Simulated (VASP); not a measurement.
# TePb (P2_1) in VASP: further runs

TePb is run at these levels: PBE, r2SCAN; tasks: single point.

Program: VASP 6.6.1. These are calculated values, not measurements. Logs are shortened: lines on timing, memory, paths and dates and some standing lists are left out, and cuts for length are marked.

### Step 1. The cell of the first run

The structure is monoclinic, space group P2_1 (No. 4). The conventional cell has a = 5.450 Å, b = 6.575 Å, c = 5.499 Å, α = 90.00°, β = 119.12°, γ = 90.00°. Within 4.2 Å of Pb (site symmetry 1) lie 5 Te at 3.16 to 3.29 Å. Within 4.2 Å of Te (site symmetry 1) lie 5 Pb at 3.16 to 3.29 Å.

### Step 2. Single point, PBE (shear xy strain -2.0%)

File INCAR:

```
SYSTEM = TePb
PREC = Accurate
ENCUT = 520
EDIFF = 1E-6
ISMEAR = -1
SIGMA = 0.02
LREAL = .False.
LASPH = .True.
NELM = 100
ALGO = Normal
ISIF = 2
LWAVE = .False.
LCHARG = .False.
GGA = PE
NBANDS = 28
```

File KPOINTS:

```
Automatic mesh
0
Gamma
  6 6 4
  0 0 0
```

File POSCAR:

```
TePb
1.0
    5.4984073906     -0.0563586758      0.0000000000
   -2.7980117402      4.7899398185      0.0000000000
    0.0000000000      0.0000000000      6.5753564573
Pb Te
2 2
Direct
    0.3341748547      0.6667299691     -0.0620495095
    0.6658251453      0.3332700309      0.4379504905
    0.3363226412      0.6667574605      0.4370495095
    0.6636773588      0.3332425395      0.9370495095
```

Potentials or basis: VASP PAW PBE potentials, release 64 (Pb_d, Te).

Started as:

```
$ cat potpaw_PBE.64/Pb_d/POTCAR potpaw_PBE.64/Te/POTCAR > POTCAR
$ mpirun -np 1 vasp_std > vasp.out
```

OUTCAR:

```text
SYSTEM = TePb
   PREC = Accurate
   ENCUT = 520
   EDIFF = 1E-6
   ISMEAR = -1
   LREAL = .False.
   LASPH = .True.
   NELM = 100
   ISIF = 2
   GGA = PE

 ion  position               nearest neighbor table
   1  0.334  0.667  0.938-   4 3.16   4 3.17   4 3.19   3 3.28   3 3.29
   2  0.666  0.333  0.438-   3 3.16   3 3.17   3 3.19   4 3.28   4 3.29
   3  0.336  0.667  0.437-   2 3.16   2 3.17   2 3.19   1 3.28   1 3.29
   4  0.664  0.333  0.937-   1 3.16   1 3.17   1 3.19   2 3.28   2 3.29

  LATTYP: Found a simple monoclinic cell.
 ALAT       =     5.4496722014
 B/A-ratio  =     1.2065599937
 C/A-ratio  =     1.0089957741
 COS(beta)  =    -0.4865865414

  Lattice vectors:

 A1 = (   2.7003956504,   4.7335811427,   0.0000000000)
 A2 = (   0.0000000000,   0.0000000000,  -6.5753564573)
 A3 = (  -5.4984073906,   0.0563586758,   0.0000000000)

Analysis of symmetry for initial positions (statically):
=====================================================================
 Subroutine PRICEL returns:
 Original cell was already a primitive cell.

 Routine SETGRP: Setting up the symmetry group for a
 simple monoclinic supercell.

 Subroutine GETGRP returns: Found  2 space group operations
 (whereof  1 operations were pure point group operations)
 out of a pool of  4 trial point group operations.

The static configuration has the point symmetry C_1 .
 The point group associated with its full space group is C_2 .

Analysis of symmetry for dynamics (positions and initial velocities):
=====================================================================
 Subroutine PRICEL returns:
 Original cell was already a primitive cell.

 Routine SETGRP: Setting up the symmetry group for a
 simple monoclinic supercell.

 Subroutine GETGRP returns: Found  2 space group operations
 (whereof  1 operations were pure point group operations)
 out of a pool of  4 trial point group operations.

The dynamic configuration has the point symmetry C_1 .
 The point group associated with its full space group is C_2 .

 Subroutine INISYM returns: Found  2 space group operations
 (whereof  1 operations are pure point group operations),
 and found     1 'primitive' translations

----------------------------------------------------------------------------------------

                                     Primitive cell

  volume of cell :     172.1385

  direct lattice vectors                    reciprocal lattice vectors
     5.498407391 -0.056358676  0.000000000     0.182966351  0.106878587  0.000000000
    -2.798011740  4.789939818  0.000000000     0.002152791  0.210028429  0.000000000
     0.000000000  0.000000000  6.575356457     0.000000000  0.000000000  0.152083010

  length of vectors
     5.498696221  5.547287009  6.575356457     0.211895535  0.210039462  0.152083010

  position of ions in fractional coordinates (direct lattice)
     0.334174855  0.666729969  0.937950491
     0.665825145  0.333270031  0.437950491
     0.336322641  0.666757461  0.437049509
     0.663677359  0.333242539  0.937049509

  ion indices of the primitive-cell ions
   primitive index   ion index
                 1           1
                 2           2
                 3           3
                 4           4

----------------------------------------------------------------------------------------

 KPOINTS: Automatic mesh

Automatic generation of k-mesh.
 Grid dimensions read from file:
 generate k-points for:    6    6    4

 Generating k-lattice:

  Cartesian coordinates                     Fractional coordinates (reciprocal lattice)
     0.030494392  0.017813098  0.000000000     0.166666667 -0.000000000  0.000000000
     0.000358799  0.035004738  0.000000000     0.000000000  0.166666667  0.000000000
     0.000000000  0.000000000  0.038020752     0.000000000  0.000000000  0.250000000

  Length of vectors
     0.035315923  0.035006577  0.038020752

  Shift w.r.t. Gamma in fractional coordinates (k-lattice)
     0.000000000  0.000000000  0.000000000

 Subroutine IBZKPT returns following result:
 ===========================================

 Found     60 irreducible k-points:

 Following reciprocal coordinates:
            Coordinates               Weight
  0.000000  0.000000  0.000000      1.000000
  0.166667 -0.000000  0.000000      2.000000
  0.333333 -0.000000  0.000000      2.000000
  0.500000 -0.000000  0.000000      1.000000
  0.000000  0.166667  0.000000      2.000000
  0.166667  0.166667  0.000000      2.000000
[... 16 lines left out ...]
  0.333333 -0.000000  0.250000      4.000000
  0.500000 -0.000000  0.250000      2.000000
 [... further k-points ...]
   k-points           NKPTS =     60   k-points in BZ     NKDIM =     60   number of bands    NBANDS=     28
   number of dos      NEDOS =    301   number of ions     NIONS =      4
   total plane-waves  NPLWV =  88200
   dimension x,y,z NGX =    42 NGY =   42 NGZ =   50
   dimension x,y,z NGXF=    84 NGYF=   84 NGZF=  100
   ions per type =               2   2
   NGX,Y,Z   is equivalent  to a cutoff of  12.70, 12.59, 12.64 a.u.
   NGXF,Y,Z  is equivalent  to a cutoff of  25.40, 25.17, 25.28 a.u.
 SYSTEM =  TePb
   PREC   = accura    normal or accurate (medium, high low for compatibility)
   ISTART =      0    job   : 0-new  1-cont  2-samecut
   ICHARG =      2    charge: 1-file 2-atom 10-const
   ISPIN  =      1    spin polarized calculation?
   LNONCOLLINEAR =      F non collinear calculations
   LSORBIT =      F    spin-orbit coupling
   LASPH  =      T    aspherical Exc in radial PAW
   ENCUT  =  520.0 eV  38.22 Ry    6.18 a.u.  10.22 10.31 12.23*2*pi/ulx,y,z
   NELM   =    100;   NELMIN=  2; NELMDL= -5     # of ELM steps
   EDIFF  = 0.1E-05   stopping-criterion for ELM
   LREAL  =      F    real-space projection
   EDIFFG = 0.1E-04   stopping-criterion for IOM
   NSW    =      0    number of steps for IOM
   IBRION =     -1    ionic relax: 0-MD 1-quasi-New 2-CG
   NFREE  =      0    steps in history (QN), initial steepest desc. (CG)
   ISIF   =      2    stress and relaxation
   ISYM   =      2    0-nonsym 1-usesym 2-fastsym
   POTIM  = 0.5000    time-step for ionic-motion
   TEBEG  =    0.0;   TEEND  =   0.0 temperature during run
   PSTRESS=    0.0 pullay stress
   NELECT =      40.0000    total number of electrons
   NUPDOWN=      -1.0000    fix difference up-down
   EMIN   =  10.00;   EMAX   =-10.00  energy-range for DOS
   EFERMI =   0.00;   METHOD = LEGACY
   ISMEAR =    -1;   SIGMA  =   0.02  broadening in eV -4-tet -1-fermi 0-gaus
   EFERMI_NEDOS =   21; number of points for ismear=-14 and -15
   IALGO  =     38    algorithm
   IMIX   =      4    mixing-type and parameters
     AMIX     =   0.40;   BMIX     =  1.00
     AMIX_MAG =   1.60;   BMIX_MAG =  1.00
  volume/ion in A,a.u.               =      43.03       290.41
  Fermi-wavevector in a.u.,A,eV,Ry     =   1.006473  1.901958 13.782536  1.012988
  Thomas-Fermi vector in A             =   2.139218
   LORBIT       =      0    0 simple, 1 ext, 2 COOP (PROOUT), +10 PAW based schemes
   GGA     = PE    functional components
[... 5 lines left out ...]
 non-spin polarized calculation
  energy-cutoff  :      520.00
  volume of cell :      172.14
 maximum number of plane-waves:      4666
 NGX is ok and might be reduce to    42
   NGX = 21   NGY = 21   NGZ = 25

 number of electron      40.0000003 magnetization

 Free energy of the ion-electron system (eV)
  ---------------------------------------------------
  ext. energy  EPLUGINS =         0.00000000
  ---------------------------------------------------
  free energy    TOTEN  =       -14.68821801 eV

  energy without entropy =      -14.68821801  energy(sigma->0) =      -14.68821801

 E-fermi :   3.9439     XC(G=0):  -7.9442

 val. band max:        3.5178274435   @ k =   0.3333   0.3333   0.5000
 cond. band min:       4.6475959844   @ k =   0.3333   0.3333   0.5000
 fundamental gap:      1.1297685409
 Fermi energy:         3.9439177249

 k-point     1 :       0.0000    0.0000    0.0000
  band No.  band energies     occupation
      1     -13.3202      2.00000
      2     -13.2885      2.00000
      3     -13.2874      2.00000
      4     -13.2869      2.00000
      5     -13.2864      2.00000
      6     -13.2764      2.00000
[... 20 lines left out ...]
     27       8.9817      0.00000
     28       9.0702      0.00000

 k-point     2 :       0.1667   -0.0000    0.0000
  band No.  band energies     occupation
      1     -13.3199      2.00000
      2     -13.2910      2.00000
      3     -13.2868      2.00000
      4     -13.2858      2.00000
      5     -13.2841      2.00000
      6     -13.2762      2.00000
[... 20 lines left out ...]
     27       8.7111      0.00000
     28       8.9525      0.00000

 k-point     3 :       0.3333   -0.0000    0.0000
  band No.  band energies     occupation
      1     -13.3184      2.00000
      2     -13.2979      2.00000
      3     -13.2849      2.00000
      4     -13.2811      2.00000
      5     -13.2806      2.00000
      6     -13.2775      2.00000
[... 20 lines left out ...]
     27       8.5407      0.00000
     28       9.2624      0.00000

 k-point     4 :       0.5000   -0.0000    0.0000
  band No.  band energies     occupation
      1     -13.3169      2.00000
      2     -13.3019      2.00000
      3     -13.2839      2.00000
      4     -13.2790      2.00000
      5     -13.2781      2.00000
      6     -13.2780      2.00000
[... 20 lines left out ...]
     27       8.6831      0.00000
     28       8.7799      0.00000

 k-point     5 :       0.0000    0.1667    0.0000
  band No.  band energies     occupation
      1     -13.3198      2.00000
      2     -13.2904      2.00000
      3     -13.2875      2.00000
      4     -13.2852      2.00000
      5     -13.2845      2.00000
      6     -13.2766      2.00000
[... 20 lines left out ...]
     27       8.7555      0.00000
     28       8.9610      0.00000

 k-point     6 :       0.1667    0.1667    0.0000
  band No.  band energies     occupation
      1     -13.3186      2.00000
      2     -13.2964      2.00000
      3     -13.2851      2.00000
      4     -13.2825      2.00000
      5     -13.2816      2.00000
      6     -13.2776      2.00000
[... 463 lines left out ...]
      5     -13.2881      2.00000
      6     -13.2808      2.00000
[... 20 lines left out ...]
     27       8.2112      0.00000
     28       9.6656      0.00000

 k-point    22 :       0.1667   -0.0000    0.2500
  band No.  band energies     occupation
      1     -13.3120      2.00000
      2     -13.2913      2.00000
      3     -13.2880      2.00000
      4     -13.2870      2.00000
      5     -13.2862      2.00000
      6     -13.2813      2.00000
[... 20 lines left out ...]
     27       8.8589      0.00000
     28       9.4191      0.00000

 k-point    23 :       0.3333   -0.0000    0.2500
  band No.  band energies     occupation
      1     -13.3113      2.00000
      2     -13.2951      2.00000
      3     -13.2854      2.00000
      4     -13.2832      2.00000
      5     -13.2827      2.00000
      6     -13.2815      2.00000
[... 20 lines left out ...]
     27       9.0960      0.00000
     28       9.2585      0.00000

 k-point    24 :       0.5000   -0.0000    0.2500
  band No.  band energies     occupation
      1     -13.3101      2.00000
      2     -13.2981      2.00000
      3     -13.2838      2.00000
      4     -13.2819      2.00000
      5     -13.2811      2.00000
      6     -13.2808      2.00000
[... 20 lines left out ...]
     27       9.0008      0.00000
     28       9.0036      0.00000

 [... further k-points ...]
[... 5 lines left out ...]
  --------------------------------------------------------------------------------------
  -------------------------------------------------------------------------------------
  Total        0.5162079      0.5204492      0.6323329     -0.0180236      0.0000000      0.0000000
  in kB        4.8045988      4.8440747      5.8854308     -0.1677543      0.0000000      0.0000000
  external PRESSURE =       5.1780348 kB  Pullay stress =       0.0000000 kB

 VOLUME and BASIS-vectors are now :
 -----------------------------------------------------------------------------
  energy-cutoff  :      520.00
  volume of cell :      172.14
      direct lattice vectors                 reciprocal lattice vectors
     5.498407391 -0.056358676  0.000000000     0.182966351  0.106878587  0.000000000
    -2.798011740  4.789939818  0.000000000     0.002152791  0.210028429  0.000000000
     0.000000000  0.000000000  6.575356457     0.000000000  0.000000000  0.152083010

 POSITION                                       TOTAL-FORCE (eV/Angst)
 -----------------------------------------------------------------------------------
     -0.02809      3.17476      6.16736         0.001656     -0.000049     -0.001853
      2.72848      1.55882      2.87968        -0.001656      0.000049     -0.001853
     -0.01636      3.17477      2.87376         0.003700     -0.000136      0.001853
      2.71675      1.55881      6.16143        -0.003700      0.000136      0.001853
 -----------------------------------------------------------------------------------
    total drift:                                0.000000      0.000000     -0.000392

  FREE ENERGIE OF THE ION-ELECTRON SYSTEM (eV)
  ---------------------------------------------------
  free  energy   TOTEN  =       -14.6882180070 eV

  energy  without entropy=      -14.6882180069  energy(sigma->0) =      -14.68821801
```

Run time: 2.2 min. Hardware: 1 thread of Intel Xeon 6975P-C (Granite Rapids), shared host; peak memory 0.44 GiB.

Results:

| Item | Value |
| --- | --- |
| Free energy | -14.6882 eV |
| Pressure | 0.5 GPa |
| Largest force | 0.004 eV/Å |
| Band gap on the k mesh | 1.13 eV, direct |

Forces on the atoms (eV/Å):
```
Pb   0.002  0.000 -0.002
Pb  -0.002  0.000 -0.002
Te   0.004  0.000  0.002
Te  -0.004  0.000  0.002
```

Caveat: the cell differs from its parent crystal (shear xy strain -2.0%); spin-orbit coupling is left out, which moves the levels of the heavy elements.

### Step 3. Single point, r2SCAN (shear xy strain -2.0%)

POSCAR is that of step 2.

File INCAR.step1:

```
SYSTEM = TePb
ALGO     = Normal         ! electronic algorithm
EDIFF    = 1E-4           ! SCF threshold, eV
ENCUT    = 520            ! plane-wave cutoff, eV
GGA      = PE             ! functional
ISMEAR   = 0              ! smearing method
LASPH    = .True.         ! aspherical terms in the spheres
LCHARG   = .False.        ! write CHGCAR
LREAL    = .False.        ! projectors in reciprocal space
LWAVE    = .True.         ! write WAVECAR
NBANDS   = 28             ! bands
NELM     = 100            ! most SCF steps
PREC     = Accurate       ! precision mode
SIGMA    = 0.01           ! smearing width, eV
```

File INCAR.step2:

```
SYSTEM = TePb
ALGO     = Normal         ! electronic algorithm
EDIFF    = 1E-6           ! SCF threshold, eV
ENCUT    = 520            ! plane-wave cutoff, eV
ISIF     = 2              ! what is computed and relaxed
ISMEAR   = 0              ! smearing method
ISTART   = 1            
LASPH    = .True.         ! aspherical terms in the spheres
LCHARG   = .False.        ! write CHGCAR
LMIXTAU  = .True.       
LREAL    = .False.        ! projectors in reciprocal space
LWAVE    = .False.        ! write WAVECAR
METAGGA  = R2SCAN         ! meta-GGA
NBANDS   = 28             ! bands
NELM     = 100            ! most SCF steps
PREC     = Accurate       ! precision mode
SIGMA    = 0.01           ! smearing width, eV
```

File KPOINTS:

```
k-points
0
Gamma
  6 6 4
  0 0 0
```

Potentials or basis: VASP PAW PBE potentials, release 64 (Pb_d, Te).

Started as:

```
$ cat potpaw_PBE.64/Pb_d/POTCAR potpaw_PBE.64/Te/POTCAR > POTCAR
$ cp INCAR.step1 INCAR
$ mpirun -np 1 vasp_std > vasp.out
$ cp INCAR.step2 INCAR
$ mpirun -np 1 vasp_std > vasp.out
```

OUTCAR:

```text
SYSTEM = TePb
   EDIFF = 1E-6
   ENCUT = 520
   ISIF = 2
   ISMEAR = 0
   ISTART = 1
   LASPH = .True.
   LREAL = .False.
   METAGGA = R2SCAN
   NELM = 100
   PREC = Accurate

 ion  position               nearest neighbor table
   1  0.334  0.667  0.938-   4 3.16   4 3.17   4 3.19   3 3.28   3 3.29
   2  0.666  0.333  0.438-   3 3.16   3 3.17   3 3.19   4 3.28   4 3.29
   3  0.336  0.667  0.437-   2 3.16   2 3.17   2 3.19   1 3.28   1 3.29
   4  0.664  0.333  0.937-   1 3.16   1 3.17   1 3.19   2 3.28   2 3.29

  LATTYP: Found a simple monoclinic cell.
[... 942 lines left out ...]

 [... further k-points ...]
[... 5 lines left out ...]
  --------------------------------------------------------------------------------------
  -------------------------------------------------------------------------------------
  Total       -0.0165932     -0.0118352     -0.0179799     -0.0347902      0.0000000      0.0000000
  in kB       -0.1544406     -0.1101558     -0.1673482     -0.3238092      0.0000000      0.0000000
  external PRESSURE =      -0.1439815 kB  Pullay stress =       0.0000000 kB

 VOLUME and BASIS-vectors are now :
 -----------------------------------------------------------------------------
  energy-cutoff  :      520.00
  volume of cell :      172.14
      direct lattice vectors                 reciprocal lattice vectors
     5.498407391 -0.056358676  0.000000000     0.182966351  0.106878587  0.000000000
    -2.798011740  4.789939818  0.000000000     0.002152791  0.210028429  0.000000000
     0.000000000  0.000000000  6.575356457     0.000000000  0.000000000  0.152083010

 POSITION                                       TOTAL-FORCE (eV/Angst)
 -----------------------------------------------------------------------------------
     -0.02809      3.17476      6.16736        -0.000103      0.000056     -0.000377
      2.72848      1.55882      2.87968         0.000103     -0.000056     -0.000377
     -0.01636      3.17477      2.87376         0.000958     -0.000005      0.000377
      2.71675      1.55881      6.16143        -0.000958      0.000005      0.000377
 -----------------------------------------------------------------------------------
    total drift:                                0.000000      0.000000     -0.000351

  FREE ENERGIE OF THE ION-ELECTRON SYSTEM (eV)
  ---------------------------------------------------
  free  energy   TOTEN  =      -164.9118139208 eV

  energy  without entropy=     -164.9118139208  energy(sigma->0) =     -164.91181392
```

It took 6.6 min on 1 thread of Intel Xeon 6975P-C (Granite Rapids), shared host; peak memory 0.48 GiB.

Results:

```
Free energy            : -164.9118 eV
Pressure               : 0.0 GPa
Band gap on the k mesh : 1.39 eV, direct
```

Caveat: the cell differs from its parent crystal (shear xy strain -2.0%); the PAW data sets were made with another functional, which shifts forces and pressure a little; spin-orbit coupling is left out, which moves the levels of the heavy elements.
